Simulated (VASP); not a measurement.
Here is a VASP 6.6.1 calculation.

File POSCAR:

```
Li
1.0
    0.0000000000      2.2020000000      2.1029100000
    2.2020000000      0.0000000000      2.1029100000
    2.2020000000      2.2020000000      0.0000000000
Li
1
Direct
    0.0000000000      0.0000000000      0.0000000000
```

File INCAR.step1:

```
SYSTEM = Li
PREC = Accurate
ENCUT = 830
ISMEAR = 0
SIGMA = 0.15
LREAL = .FALSE.
LASPH = .TRUE.
NELM = 120
NBANDS = 8
GGA = PE
ALGO = Normal
EDIFF = 1E-5
LWAVE = .TRUE.
LCHARG = .FALSE.
GGA_COMPAT = .FALSE.
```

File INCAR.step2:

```
SYSTEM = Li
PREC = Accurate
ENCUT = 830
EDIFF = 1E-6
ISMEAR = 0
SIGMA = 0.15
LREAL = .FALSE.
LASPH = .TRUE.
NELM = 120
ALGO = Normal
ISIF = 2
LWAVE = .FALSE.
LCHARG = .FALSE.
METAGGA = R2SCAN
LMIXTAU = .TRUE.
NBANDS = 8
ISTART = 1
GGA_COMPAT = .FALSE.
```

Contents of KPOINTS:

```
Automatic mesh
0
G
  18 18 18
  0 0 0
```

Potentials or basis: VASP PAW PBE potentials, release 64 (Li_sv).

Run with:

```sh
$ cat potpaw_PBE.64/Li_sv/POTCAR > POTCAR
$ cp INCAR.step1 INCAR
$ mpirun -np 1 vasp_std > vasp.out
$ cp INCAR.step2 INCAR
$ mpirun -np 1 vasp_std > vasp.out
```

Q: What does it give for the pressure?

A: 0.2 GPa.

Q: Predict the band gap on the k mesh.

A: Zero (an odd number of electrons rules out a gap without spin polarisation).

Stress tensor (GPa, compression positive):
```
0.13 0.00 0.00
0.00 0.13 0.00
0.00 0.00 0.32
```

Caveat: the cell differs from its parent crystal (strain -0.0450 x Voigt [0, 0, 1, 0, 0, 0]); the PAW data sets were made with another functional, which shifts forces and pressure a little.
